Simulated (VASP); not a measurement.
# Zn2CdSe3 (I4/mmm) in VASP: single point with PBE

Aim: the single point of Zn2CdSe3 with PBE.

Program: VASP 6.6.1. These are calculated values, not measurements. Logs are shortened: lines on timing, memory, paths and dates and some standing lists are left out, and cuts for length are marked.

## Step 1: The cell of the first run

It takes space group I4/mmm (No. 139, tetragonal). Conventional cell: a = 5.442 Å, b = 5.442 Å, c = 10.429 Å, α = 90.00°, β = 90.00°, γ = 90.00°. Within 3.9 Å of Zn (site symmetry mmm) lie 2 Cd at 2.72 Å and 10 Se at 2.72 to 3.81 Å and 4 Zn at 3.85 Å. Within 3.4 Å of Cd (site symmetry 4/mmm) lie 2 Se at 2.55 Å and 4 Zn at 2.72 Å. Se (site symmetry 4mm) has 1 Cd at 2.55 Å and 1 Se at 2.67 Å within 3.4 Å. Within 3.5 Å of Se (site symmetry 4/mmm) lie 2 Se at 2.67 Å and 4 Zn at 2.72 Å.

The cell was built from a structure type or drawn by symmetry, and may not be a known phase.

## Step 2: Single point, PBE

INCAR

```
PREC     = Accurate       # precision mode
ENCUT    = 520            # plane-wave cutoff, eV
EDIFF    = 1E-6           # SCF threshold, eV
ISMEAR   = 0              # smearing method
SIGMA    = 0.1            # smearing width, eV
LREAL    = False          # projectors in reciprocal space
LASPH    = True           # aspherical terms in the spheres
NELM     = 80             # most SCF steps
ALGO     = Normal         # electronic algorithm
ISIF     = 2              # what is computed and relaxed
LWAVE    = False          # write WAVECAR
LCHARG   = False          # write CHGCAR
GGA      = PE             # functional
NBANDS   = 36             # bands
```

KPOINTS

```
regular mesh
0
Gamma
  10 10 10
```

POSCAR

```
Zn2CdSe3
1.0
   -2.7209831380      2.7209831380      5.2143076011
    2.7209831380     -2.7209831380      5.2143076011
    2.7209831380      2.7209831380     -5.2143076011
Zn Cd Se
2 1 3
Direct
    0.5000000000      0.0000000000      0.5000000000
    0.0000000000      0.5000000000      0.5000000000
    0.0000000000      0.0000000000      0.0000000000
    0.7557596223      0.7557596223      0.0000000000
    0.2442403777      0.2442403777      0.0000000000
    0.5000000000      0.5000000000      0.0000000000
```

Potentials or basis: VASP PAW PBE potentials, release 64 (Zn, Cd, Se).

Command:

```
cat potpaw_PBE.64/Zn/POTCAR potpaw_PBE.64/Cd/POTCAR potpaw_PBE.64/Se/POTCAR > POTCAR
mpirun -np 1 vasp_std > vasp.out
```

OUTCAR:

```text
PREC = Accurate
   ENCUT = 520
   EDIFF = 1E-6
   ISMEAR = 0
   LREAL = False
   LASPH = True
   NELM = 80
   ISIF = 2
   GGA = PE

 ion  position               nearest neighbor table
   1  0.500  0.000  0.500-   3 2.72   6 2.72   6 2.72   3 2.72
   2  0.000  0.500  0.500-   3 2.72   6 2.72   3 2.72   6 2.72
   3  0.000  0.000  0.000-   4 2.55   5 2.55   1 2.72   2 2.72   2 2.72   1 2.72
   4  0.756  0.756  0.000-   3 2.55   6 2.67
   5  0.244  0.244  0.000-   3 2.55   6 2.67
   6  0.500  0.500  0.000-   4 2.67   5 2.67   1 2.72   2 2.72   1 2.72   2 2.72

  LATTYP: Found a body centered tetragonal cell.
 ALAT       =     5.4419662760
 C/A-ratio  =     1.9163321993

  Lattice vectors:

 A1 = (  -2.7209831380,   2.7209831380,   5.2143076011)
 A2 = (   2.7209831380,  -2.7209831380,   5.2143076011)
 A3 = (   2.7209831380,   2.7209831380,  -5.2143076011)

Analysis of symmetry for initial positions (statically):
=====================================================================
 Subroutine PRICEL returns:
 Original cell was already a primitive cell.

 Routine SETGRP: Setting up the symmetry group for a
 body centered tetragonal supercell.

 Subroutine GETGRP returns: Found 16 space group operations
 (whereof 16 operations were pure point group operations)
 out of a pool of 16 trial point group operations.

The static configuration has the point symmetry D_4h.

Analysis of symmetry for dynamics (positions and initial velocities):
=====================================================================
 Subroutine PRICEL returns:
 Original cell was already a primitive cell.

 Routine SETGRP: Setting up the symmetry group for a
 body centered tetragonal supercell.

 Subroutine GETGRP returns: Found 16 space group operations
 (whereof 16 operations were pure point group operations)
 out of a pool of 16 trial point group operations.

The dynamic configuration has the point symmetry D_4h.

 Subroutine INISYM returns: Found 16 space group operations
 (whereof 16 operations are pure point group operations),
 and found     1 'primitive' translations

----------------------------------------------------------------------------------------

                                     Primitive cell

  volume of cell :     154.4217

  direct lattice vectors                    reciprocal lattice vectors
    -2.720983138  2.720983138  5.214307601     0.000000000  0.183757111  0.095890008
     2.720983138 -2.720983138  5.214307601     0.183757111  0.000000000  0.095890008
     2.720983138  2.720983138 -5.214307601     0.183757111  0.183757111  0.000000000

  length of vectors
     6.480470834  6.480470834  6.480470834     0.207271729  0.207271729  0.259871798

  position of ions in fractional coordinates (direct lattice)
     0.500000000  0.000000000  0.500000000
     0.000000000  0.500000000  0.500000000
     0.000000000  0.000000000  0.000000000
     0.755759622  0.755759622  0.000000000
     0.244240378  0.244240378  0.000000000
     0.500000000  0.500000000  0.000000000

  ion indices of the primitive-cell ions
   primitive index   ion index
                 1           1
                 2           2
                 3           3
                 4           4
                 5           5
                 6           6

----------------------------------------------------------------------------------------

 KPOINTS: regular mesh

Automatic generation of k-mesh.
 Grid dimensions read from file:
 generate k-points for:   10   10   10

 Generating k-lattice:

  Cartesian coordinates                     Fractional coordinates (reciprocal lattice)
     0.000000000  0.018375711  0.009589001     0.100000000  0.000000000  0.000000000
     0.018375711  0.000000000  0.009589001     0.000000000  0.100000000  0.000000000
     0.018375711  0.018375711  0.000000000     0.000000000  0.000000000  0.100000000

  Length of vectors
     0.020727173  0.020727173  0.025987180

  Shift w.r.t. Gamma in fractional coordinates (k-lattice)
     0.000000000  0.000000000  0.000000000

 Subroutine IBZKPT returns following result:
 ===========================================

 Found    102 irreducible k-points:

 Following reciprocal coordinates:
            Coordinates               Weight
  0.000000  0.000000  0.000000      1.000000
  0.100000 -0.000000  0.000000      8.000000
  0.200000 -0.000000  0.000000      8.000000
  0.300000 -0.000000  0.000000      8.000000
  0.400000  0.000000  0.000000      8.000000
  0.500000  0.000000  0.000000      4.000000
[... 16 lines left out ...]
  0.300000  0.300000  0.000000      8.000000
  0.400000  0.300000  0.000000     16.000000
 [... further k-points ...]
   k-points           NKPTS =    102   k-points in BZ     NKDIM =    102   number of bands    NBANDS=     36
   number of dos      NEDOS =    301   number of ions     NIONS =      6
   total plane-waves  NPLWV = 110592
   dimension x,y,z NGX =    48 NGY =   48 NGZ =   48
   dimension x,y,z NGXF=    96 NGYF=   96 NGZF=   96
   ions per type =               2   1   3
   NGX,Y,Z   is equivalent  to a cutoff of  12.31, 12.31, 12.31 a.u.
   NGXF,Y,Z  is equivalent  to a cutoff of  24.63, 24.63, 24.63 a.u.
 SYSTEM =  unknown system
   PREC   = accura    normal or accurate (medium, high low for compatibility)
   ISTART =      0    job   : 0-new  1-cont  2-samecut
   ICHARG =      2    charge: 1-file 2-atom 10-const
   ISPIN  =      1    spin polarized calculation?
   LNONCOLLINEAR =      F non collinear calculations
   LSORBIT =      F    spin-orbit coupling
   LASPH  =      T    aspherical Exc in radial PAW
   ENCUT  =  520.0 eV  38.22 Ry    6.18 a.u.  12.05 12.05 12.05*2*pi/ulx,y,z
   NELM   =     80;   NELMIN=  2; NELMDL= -5     # of ELM steps
   EDIFF  = 0.1E-05   stopping-criterion for ELM
   LREAL  =      F    real-space projection
   EDIFFG = 0.1E-04   stopping-criterion for IOM
   NSW    =      0    number of steps for IOM
   IBRION =     -1    ionic relax: 0-MD 1-quasi-New 2-CG
   NFREE  =      0    steps in history (QN), initial steepest desc. (CG)
   ISIF   =      2    stress and relaxation
   ISYM   =      2    0-nonsym 1-usesym 2-fastsym
   POTIM  = 0.5000    time-step for ionic-motion
   TEBEG  =    0.0;   TEEND  =   0.0 temperature during run
   PSTRESS=    0.0 pullay stress
   NELECT =      54.0000    total number of electrons
   NUPDOWN=      -1.0000    fix difference up-down
   EMIN   =  10.00;   EMAX   =-10.00  energy-range for DOS
   EFERMI =   0.00;   METHOD = LEGACY
   ISMEAR =     0;   SIGMA  =   0.10  broadening in eV -4-tet -1-fermi 0-gaus
   EFERMI_NEDOS =   21; number of points for ismear=-14 and -15
   IALGO  =     38    algorithm
   IMIX   =      4    mixing-type and parameters
     AMIX     =   0.40;   BMIX     =  1.00
     AMIX_MAG =   1.60;   BMIX_MAG =  1.00
  volume/ion in A,a.u.               =      25.74       173.68
  Fermi-wavevector in a.u.,A,eV,Ry     =   1.153374  2.179560 18.099428  1.330270
  Thomas-Fermi vector in A             =   2.290018
   LORBIT       =      0    0 simple, 1 ext, 2 COOP (PROOUT), +10 PAW based schemes
   GGA     = PE    functional components
   LHFCALC =     F    Hartree Fock is set to
   AEXX    =    0.0000 exact exchange contribution
   IVDW    =     0    specifies the selected vdW correction
   LEPSILON=     F    determine dielectric tensor
   LRPA    =     F    only Hartree local field effects (RPA)
 non-spin polarized calculation
 Gauss-broadening in eV      SIGMA  =   0.10
  energy-cutoff  :      520.00
  volume of cell :      154.42
 maximum number of plane-waves:      4184
   NGX = 25   NGY = 25   NGZ = 25

 number of electron      53.9999991 magnetization

 Free energy of the ion-electron system (eV)
  ---------------------------------------------------
  ext. energy  EPLUGINS =         0.00000000
  ---------------------------------------------------
  free energy    TOTEN  =       -11.78267293 eV

  energy without entropy =      -11.75978733  energy(sigma->0) =      -11.77123013

 E-fermi :   1.4633     XC(G=0):  -9.1801

 val. band max:        1.4598845645   @ k =   0.3000   0.3000   0.2000
 cond. band min:       1.4650256264   @ k =   0.4000   0.3000   0.1000
 fundamental gap:      0.0051410620
 Fermi energy:         1.4632749693

 k-point     1 :       0.0000    0.0000    0.0000
  band No.  band energies     occupation
      1     -12.5976      2.00000
      2     -10.3890      2.00000
      3     -10.3447      2.00000
      4      -7.6218      2.00000
      5      -7.2948      2.00000
      6      -7.2645      2.00000
[... 28 lines left out ...]
     35       7.3627      0.00000
     36       8.9789      0.00000

 k-point     2 :       0.1000   -0.0000    0.0000
  band No.  band energies     occupation
      1     -12.5820      2.00000
      2     -10.5115      2.00000
      3     -10.2295      2.00000
      4      -7.6113      2.00000
      5      -7.3010      2.00000
      6      -7.2626      2.00000
[... 28 lines left out ...]
     35       7.5496      0.00000
     36       9.2144      0.00000

 k-point     3 :       0.2000   -0.0000    0.0000
  band No.  band energies     occupation
      1     -12.5396      2.00000
      2     -10.6502      2.00000
      3     -10.1109      2.00000
      4      -7.5866      2.00000
      5      -7.3162      2.00000
      6      -7.2577      2.00000
[... 28 lines left out ...]
     35       8.0467      0.00000
     36       8.9979      0.00000
[... 742 lines left out ...]
 k-point    23 :       0.3000    0.3000    0.0000
  band No.  band energies     occupation
      1     -12.3919      2.00000
      2     -10.8844      2.00000
      3      -9.9508      2.00000
      4      -7.4579      2.00000
      5      -7.3447      2.00000
      6      -7.2149      2.00000
[... 28 lines left out ...]
     35       8.0238      0.00000
     36       8.0491      0.00000

 k-point    24 :       0.4000    0.3000    0.0000
  band No.  band energies     occupation
      1     -12.3808      2.00000
      2     -10.8304      2.00000
      3     -10.0174      2.00000
      4      -7.4271      2.00000
      5      -7.2853      2.00000
      6      -7.2040      2.00000
[... 28 lines left out ...]
     35       7.5691      0.00000
     36       8.4879      0.00000

 [... further k-points ...]
[... 5 lines left out ...]
  --------------------------------------------------------------------------------------
  -------------------------------------------------------------------------------------
  Total        0.1368554      0.1368554      0.2504770      0.0000000      0.0000000     -0.0000000
  in kB        1.4199215      1.4199215      2.5987836      0.0000000      0.0000000     -0.0000000
  external PRESSURE =       1.8128755 kB  Pullay stress =       0.0000000 kB

 VOLUME and BASIS-vectors are now :
 -----------------------------------------------------------------------------
  energy-cutoff  :      520.00
  volume of cell :      154.42
      direct lattice vectors                 reciprocal lattice vectors
    -2.720983138  2.720983138  5.214307601     0.000000000  0.183757111  0.095890008
     2.720983138 -2.720983138  5.214307601     0.183757111  0.000000000  0.095890008
     2.720983138  2.720983138 -5.214307601     0.183757111  0.183757111  0.000000000

 POSITION                                       TOTAL-FORCE (eV/Angst)
 -----------------------------------------------------------------------------------
      0.00000      2.72098      0.00000        -0.000000     -0.000000     -0.000000
      2.72098      0.00000      0.00000        -0.000000     -0.000000      0.000000
      0.00000      0.00000      0.00000        -0.000000     -0.000000      0.000000
      0.00000      0.00000      7.88153         0.000000      0.000000     -0.041149
      0.00000      0.00000      2.54709         0.000000      0.000000      0.041149
      0.00000      0.00000      5.21431        -0.000000     -0.000000     -0.000000
 -----------------------------------------------------------------------------------
    total drift:                               -0.000000     -0.000000      0.000000

  FREE ENERGIE OF THE ION-ELECTRON SYSTEM (eV)
  ---------------------------------------------------
  free  energy   TOTEN  =       -11.7826729275 eV

  energy  without entropy=      -11.7597873253  energy(sigma->0) =      -11.77123013
```

Wall time 4.5 min (1 thread of Intel Xeon 6975P-C (Granite Rapids), shared host); peak memory 0.69 GiB.

Results:

- Free energy: -11.7827 eV
- Pressure: 0.2 GPa
- Largest force: 0.041 eV/Å
- Band gap on the k mesh: zero (bands 27 and 28 overlap by 1.91 eV)

Forces in eV/Å, atoms in the order of the input:
```
Zn   0.000  0.000  0.000
Zn   0.000  0.000  0.000
Cd   0.000  0.000  0.000
Se   0.000  0.000 -0.041
Se   0.000  0.000  0.041
Se   0.000  0.000  0.000
```

Stress tensor (GPa, compression positive):
```
0.14 0.00 0.00
0.00 0.14 0.00
0.00 0.00 0.26
```

Levels at points of the mesh, in eV from the Fermi level:
```csv
k point,band 24,band 25,band 26,band 27,band 28,band 29,band 30,band 31
"(0.00, 0.00, 0.00)",-1.75,-1.14,-0.59,-0.59,0.06,1.48,2.46,2.46
"(0.50, 0.00, 0.00)",-1.57,-1.21,-0.74,-0.59,-0.58,1.28,2.35,3.59
"(0.50, 0.50, 0.00)",-1.32,-0.38,0.24,1.33,1.34,1.34,2.03,2.94
"(0.50, 0.50, 0.50)",-1.23,-1.23,-0.13,-0.03,-0.03,0.54,2.00,2.00
```
